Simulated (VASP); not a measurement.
# SiC in VASP: settings compared

The runs below take SiC through single point, with r2SCAN, PBE.

Program: VASP 6.6.1. These are calculated values, not measurements. Logs are shortened: lines on timing, memory, paths and dates and some standing lists are left out, and cuts for length are marked.

## 1. The cell of the first run

The structure is tetragonal, space group I-4m2 (No. 119). Conventional cell: a = 3.202 Å, b = 3.202 Å, c = 4.356 Å, α = 90.00°, β = 90.00°, γ = 90.00°. Si (site symmetry -4m2) has 4 C at 1.94 Å within 2.6 Å. C (site symmetry -4m2) has 4 Si at 1.94 Å within 2.6 Å.

## 2. Single point, r2SCAN (biaxial xy strain +4.0%)

POSCAR reads:

```
SiC
1.0
    0.0000000000      2.2643005268      2.1780497564
    2.2643005268      0.0000000000      2.1780497564
    2.2643005268      2.2643005268      0.0000000000
Si C
1 1
Direct
    0.2500000000      0.2500000000      0.2500000000
    0.0000000000      0.0000000000      0.0000000000
```

INCAR.step1 reads:

```
  PREC = Accurate
  ENCUT = 520
  ISMEAR = 0
  SIGMA = 0.01
  LREAL = False
  LASPH = True
  NELM = 80
  NBANDS = 11
  GGA = PE
  ALGO = Normal
  EDIFF = 1E-4
  LWAVE = True
  LCHARG = False
```

INCAR.step2 reads:

```
  PREC = Accurate
  ENCUT = 520
  EDIFF = 1E-6
  ISMEAR = 0
  SIGMA = 0.01
  LREAL = False
  LASPH = True
  NELM = 80
  ALGO = Normal
  ISIF = 2
  LWAVE = False
  LCHARG = False
  METAGGA = R2SCAN
  LMIXTAU = True
  NBANDS = 11
  ISTART = 1
```

KPOINTS reads:

```
regular mesh
0
Gamma
  10 10 10
```

Potentials or basis: VASP PAW PBE potentials, release 64 (Si, C).

On the command line:

```
cat potpaw_PBE.64/Si/POTCAR potpaw_PBE.64/C/POTCAR > POTCAR
cp INCAR.step1 INCAR
mpirun -np 1 vasp_std > vasp.out
cp INCAR.step2 INCAR
mpirun -np 1 vasp_std > vasp.out
```

OUTCAR:

```text
PREC = Accurate
   ENCUT = 520
   EDIFF = 1E-6
   ISMEAR = 0
   LREAL = False
   LASPH = True
   NELM = 80
   ISIF = 2
   METAGGA = R2SCAN
   ISTART = 1

 ion  position               nearest neighbor table
   1  0.250  0.250  0.250-   2 1.94   2 1.94   2 1.94   2 1.94
   2  0.000  0.000  0.000-   1 1.94   1 1.94   1 1.94   1 1.94

  LATTYP: Found a body centered tetragonal cell.
 ALAT       =     3.2022045143
 C/A-ratio  =     1.3603439422

  Lattice vectors:

 A1 = (   0.0000000000,  -2.2643005268,  -2.1780497564)
 A2 = (   0.0000000000,   2.2643005268,  -2.1780497564)
 A3 = (   2.2643005268,   0.0000000000,   2.1780497564)

Analysis of symmetry for initial positions (statically):
=====================================================================
 Subroutine PRICEL returns:
 Original cell was already a primitive cell.

 Routine SETGRP: Setting up the symmetry group for a
 body centered tetragonal supercell.

 Subroutine GETGRP returns: Found  8 space group operations
 (whereof  8 operations were pure point group operations)
 out of a pool of 16 trial point group operations.

The static configuration has the point symmetry D_2d.

Analysis of symmetry for dynamics (positions and initial velocities):
=====================================================================
 Subroutine PRICEL returns:
 Original cell was already a primitive cell.

 Routine SETGRP: Setting up the symmetry group for a
 body centered tetragonal supercell.

 Subroutine GETGRP returns: Found  8 space group operations
 (whereof  8 operations were pure point group operations)
 out of a pool of 16 trial point group operations.

The dynamic configuration has the point symmetry D_2d.

 Subroutine INISYM returns: Found  8 space group operations
 (whereof  8 operations are pure point group operations),
 and found     1 'primitive' translations

----------------------------------------------------------------------------------------

                                     Primitive cell

  volume of cell :      22.3340

  direct lattice vectors                    reciprocal lattice vectors
     0.000000000  2.264300527  2.178049756    -0.220818745  0.220818745  0.229563167
     2.264300527  0.000000000  2.178049756     0.220818745 -0.220818745  0.229563167
     2.264300527  2.264300527  0.000000000     0.220818745  0.220818745 -0.229563167

  length of vectors
     3.141808017  3.141808017  3.202204514     0.387583647  0.387583647  0.387583647

  position of ions in fractional coordinates (direct lattice)
     0.250000000  0.250000000  0.250000000
     0.000000000  0.000000000  0.000000000

  ion indices of the primitive-cell ions
   primitive index   ion index
                 1           1
                 2           2

----------------------------------------------------------------------------------------

 KPOINTS: regular mesh

Automatic generation of k-mesh.
 Grid dimensions read from file:
 generate k-points for:   10   10   10

 Generating k-lattice:

  Cartesian coordinates                     Fractional coordinates (reciprocal lattice)
    -0.022081874  0.022081874  0.022956317     0.100000000  0.000000000  0.000000000
     0.022081874 -0.022081874  0.022956317     0.000000000  0.100000000  0.000000000
     0.022081874  0.022081874 -0.022956317     0.000000000  0.000000000  0.100000000

  Length of vectors
     0.038758365  0.038758365  0.038758365

  Shift w.r.t. Gamma in fractional coordinates (k-lattice)
     0.000000000  0.000000000  0.000000000

 Subroutine IBZKPT returns following result:
 ===========================================

 Found    102 irreducible k-points:

 Following reciprocal coordinates:
            Coordinates               Weight
  0.000000  0.000000  0.000000      1.000000
  0.100000  0.000000  0.000000      8.000000
  0.200000  0.000000  0.000000      8.000000
  0.300000  0.000000  0.000000      8.000000
  0.400000  0.000000  0.000000      8.000000
  0.500000 -0.000000  0.000000      4.000000
[... 16 lines left out ...]
  0.300000  0.300000  0.000000      2.000000
  0.400000  0.300000  0.000000      8.000000
 [... further k-points ...]
   k-points           NKPTS =    102   k-points in BZ     NKDIM =    102   number of bands    NBANDS=     11
   number of dos      NEDOS =    301   number of ions     NIONS =      2
   total plane-waves  NPLWV =  13824
   dimension x,y,z NGX =    24 NGY =   24 NGZ =   24
   dimension x,y,z NGXF=    48 NGYF=   48 NGZF=   48
   ions per type =               1   1
   NGX,Y,Z   is equivalent  to a cutoff of  12.70, 12.70, 12.46 a.u.
   NGXF,Y,Z  is equivalent  to a cutoff of  25.40, 25.40, 24.92 a.u.
 SYSTEM =  unknown system
   PREC   = accura    normal or accurate (medium, high low for compatibility)
   ISTART =      1    job   : 0-new  1-cont  2-samecut
   ICHARG =      0    charge: 1-file 2-atom 10-const
   ISPIN  =      1    spin polarized calculation?
   LNONCOLLINEAR =      F non collinear calculations
   LSORBIT =      F    spin-orbit coupling
   LASPH  =      T    aspherical Exc in radial PAW
   ENCUT  =  520.0 eV  38.22 Ry    6.18 a.u.   5.84  5.84  5.95*2*pi/ulx,y,z
   NELM   =     80;   NELMIN=  2; NELMDL=  0     # of ELM steps
   EDIFF  = 0.1E-05   stopping-criterion for ELM
   LREAL  =      F    real-space projection
[... 7 lines left out ...]
   TEBEG  =    0.0;   TEEND  =   0.0 temperature during run
   PSTRESS=    0.0 pullay stress
   NELECT =       8.0000    total number of electrons
   NUPDOWN=      -1.0000    fix difference up-down
   EMIN   =  10.00;   EMAX   =-10.00  energy-range for DOS
   EFERMI =   0.00;   METHOD = LEGACY
   ISMEAR =     0;   SIGMA  =   0.01  broadening in eV -4-tet -1-fermi 0-gaus
   EFERMI_NEDOS =   21; number of points for ismear=-14 and -15
   IALGO  =     38    algorithm
   IMIX   =      4    mixing-type and parameters
     AMIX     =   0.40;   BMIX     =  1.00
     AMIX_MAG =   1.60;   BMIX_MAG =  1.00
  volume/ion in A,a.u.               =      11.17        75.36
  Fermi-wavevector in a.u.,A,eV,Ry     =   1.162651  2.197093 18.391788  1.351758
  Thomas-Fermi vector in A             =   2.299210
   LORBIT       =      0    0 simple, 1 ext, 2 COOP (PROOUT), +10 PAW based schemes
   METAGGA = R2SCAN    functional components
   LHFCALC =     F    Hartree Fock is set to
   AEXX    =    0.0000 exact exchange contribution
   IVDW    =     0    specifies the selected vdW correction
   LEPSILON=     F    determine dielectric tensor
   LRPA    =     F    only Hartree local field effects (RPA)
 non-spin polarized calculation
 Gauss-broadening in eV      SIGMA  =   0.01
  energy-cutoff  :      520.00
  volume of cell :       22.33
 maximum number of plane-waves:       620
   NGX = 11   NGY = 11   NGZ = 11

 number of electron       8.0000000 magnetization

 Free energy of the ion-electron system (eV)
  ---------------------------------------------------
  ext. energy  EPLUGINS =         0.00000000
  ---------------------------------------------------
  free energy    TOTEN  =       -19.22385705 eV

  energy without entropy =      -19.22385705  energy(sigma->0) =      -19.22385705

 E-fermi :   7.4342     XC(G=0): -11.5969

 val. band max:        7.3264277196   @ k =   0.0000   0.0000   0.0000
 cond. band min:       8.7044521431   @ k =   0.5000   0.5000   0.0000
 fundamental gap:      1.3780244235
 Fermi energy:         7.4342068275

 k-point     1 :       0.0000    0.0000    0.0000
  band No.  band energies     occupation
      1      -8.4300      2.00000
      2       7.0741      2.00000
      3       7.0741      2.00000
      4       7.3264      2.00000
      5      13.0240      0.00000
      6      14.3726      0.00000
      7      14.5032      0.00000
      8      14.5032      0.00000
      9      21.3305      0.00000
     10      22.4065      0.00000
     11      23.6973      0.00000

 k-point     2 :       0.1000    0.0000    0.0000
  band No.  band energies     occupation
      1      -8.2395      2.00000
      2       6.1056      2.00000
      3       6.9185      2.00000
      4       7.1311      2.00000
      5      13.3851      0.00000
      6      14.5516      0.00000
      7      14.7324      0.00000
      8      14.8274      0.00000
      9      20.5777      0.00000
     10      21.3930      0.00000
     11      23.8731      0.00000

 k-point     3 :       0.2000    0.0000    0.0000
  band No.  band energies     occupation
      1      -7.6781      2.00000
      2       3.9749      2.00000
      3       6.5614      2.00000
      4       6.8445      2.00000
      5      13.1678      0.00000
      6      15.0265      0.00000
      7      15.1358      0.00000
      8      15.9856      0.00000
      9      20.1664      0.00000
     10      20.5617      0.00000
     11      23.0630      0.00000

 k-point     4 :       0.3000    0.0000    0.0000
  band No.  band energies     occupation
      1      -6.7883      2.00000
      2       1.6846      2.00000
      3       6.1918      2.00000
      4       6.5568      2.00000
      5      12.7330      0.00000
      6      14.8386      0.00000
      7      15.2763      0.00000
      8      17.1371      0.00000
      9      21.0655      0.00000
     10      21.1983      0.00000
     11      22.7015      0.00000
[... 239 lines left out ...]
 k-point    22 :      -0.2000    0.2000    0.0000
  band No.  band energies     occupation
      1      -6.5298      2.00000
      2       2.3479      2.00000
      3       4.1887      2.00000
      4       6.2576      2.00000
      5      13.5164      0.00000
      6      15.2464      0.00000
      7      15.5323      0.00000
      8      16.6587      0.00000
      9      18.9400      0.00000
     10      22.5094      0.00000
     11      26.7299      0.00000

 k-point    23 :       0.3000    0.3000    0.0000
  band No.  band energies     occupation
      1      -6.1231      2.00000
      2       2.8445      2.00000
      3       4.5759      2.00000
      4       4.5759      2.00000
      5      10.5202      0.00000
      6      12.7132      0.00000
      7      18.7004      0.00000
      8      18.7004      0.00000
      9      20.0214      0.00000
     10      24.0987      0.00000
     11      28.9173      0.00000

 k-point    24 :       0.4000    0.3000    0.0000
  band No.  band energies     occupation
      1      -5.2716      2.00000
      2       1.5852      2.00000
      3       3.9332      2.00000
      4       4.2901      2.00000
      5      10.2081      0.00000
      6      12.5937      0.00000
      7      18.8605      0.00000
      8      19.0731      0.00000
      9      21.3344      0.00000
     10      25.2906      0.00000
     11      28.5026      0.00000

 [... further k-points ...]
[... 5 lines left out ...]
  --------------------------------------------------------------------------------------
  -------------------------------------------------------------------------------------
  Total       -2.5964684     -2.5964684     -1.2205056      0.0000000      0.0000000      0.0000000
  in kB     -186.2634698   -186.2634698    -87.5557018      0.0000000      0.0000000      0.0000000
  external PRESSURE =    -153.3608804 kB  Pullay stress =       0.0000000 kB

 VOLUME and BASIS-vectors are now :
 -----------------------------------------------------------------------------
  energy-cutoff  :      520.00
  volume of cell :       22.33
      direct lattice vectors                 reciprocal lattice vectors
     0.000000000  2.264300527  2.178049756    -0.220818745  0.220818745  0.229563167
     2.264300527  0.000000000  2.178049756     0.220818745 -0.220818745  0.229563167
     2.264300527  2.264300527  0.000000000     0.220818745  0.220818745 -0.229563167

 POSITION                                       TOTAL-FORCE (eV/Angst)
 -----------------------------------------------------------------------------------
      1.13215      1.13215      1.08902        -0.000000     -0.000000      0.000000
      0.00000      0.00000      0.00000         0.000000      0.000000      0.000000
 -----------------------------------------------------------------------------------
    total drift:                                0.000001      0.000001     -0.000001

  FREE ENERGIE OF THE ION-ELECTRON SYSTEM (eV)
  ---------------------------------------------------
  free  energy   TOTEN  =       -19.2238570455 eV

  energy  without entropy=      -19.2238570455  energy(sigma->0) =      -19.22385705
```

Wall time 47 s (1 thread of Intel Xeon Platinum 8488C (Sapphire Rapids), shared host); peak memory 0.15 GiB.

What came out:

```
Free energy            : -19.2239 eV
Pressure               : -15.3 GPa
Band gap on the k mesh : 1.38 eV, indirect (least direct gap 4.91 eV)
```

Caveat: the cell differs from its parent crystal (biaxial xy strain +4.0%); the PAW data sets were made with another functional, which shifts forces and pressure a little. A k mesh can miss the band edges.

## 3. Single point, PBE (strain -5.1%)

INCAR reads:

```
SYSTEM = SiC
  PREC = Accurate
  ENCUT = 520
  EDIFF = 1E-7
  ISMEAR = 0
  SIGMA = 0.01
  LREAL = .False.
  LASPH = .True.
  NELM = 60
  ALGO = Normal
  ISIF = 2
  LWAVE = .False.
  LCHARG = .True.
  GGA = PE
  LELF = .True.
  LVHAR = .True.
  NBANDS = 11
```

KPOINTS reads:

```
regular mesh
0
Gamma
  6 6 6
  0 0 0
```

POSCAR reads:

```
SiC
1.0
    0.0000000000      2.0667514139      2.0667514139
    2.0667514139      0.0000000000      2.0667514139
    2.0667514139      2.0667514139      0.0000000000
Si C
1 1
Direct
    0.2500000000      0.2500000000      0.2500000000
    0.0000000000      0.0000000000      0.0000000000
```

Potentials or basis: VASP PAW PBE potentials, release 64 (Si, C).

On the command line:

```
cat potpaw_PBE.64/Si/POTCAR potpaw_PBE.64/C/POTCAR > POTCAR
mpirun -np 1 vasp_std > vasp.out
```

Run time: 3.1 s. Hardware: 1 thread of Intel Xeon Platinum 8481C at 2.70GHz (Sapphire Rapids), shared host; peak memory 0.13 GiB.

Results (log left out):

```yaml
Free_energy: -14.5818 eV
Pressure: 51.5 GPa
Band_gap_on_the_k_mesh: 1.19 eV, indirect (least direct gap 4.67 eV)
```

Levels at points of the mesh, in eV from the valence-band top:
```csv
k point,band 1,band 2,band 3,band 4,band 5,band 6,band 7,band 8,band 9
"(0.00, 0.00, 0.00)",-16.71,0.00,0.00,0.00,8.12,8.50,8.50,8.50,15.48
"(0.50, 0.00, 0.00)",-12.51,-9.46,-1.08,-1.08,6.93,7.89,7.89,10.94,18.31
"(0.50, 0.50, 0.00)",-10.89,-8.34,-3.49,-3.49,1.19,4.91,15.95,15.95,17.09
```

Caveat: the k points lie up to 0.44 Å⁻¹ apart; the cell differs from its parent crystal (strain -5.1%).
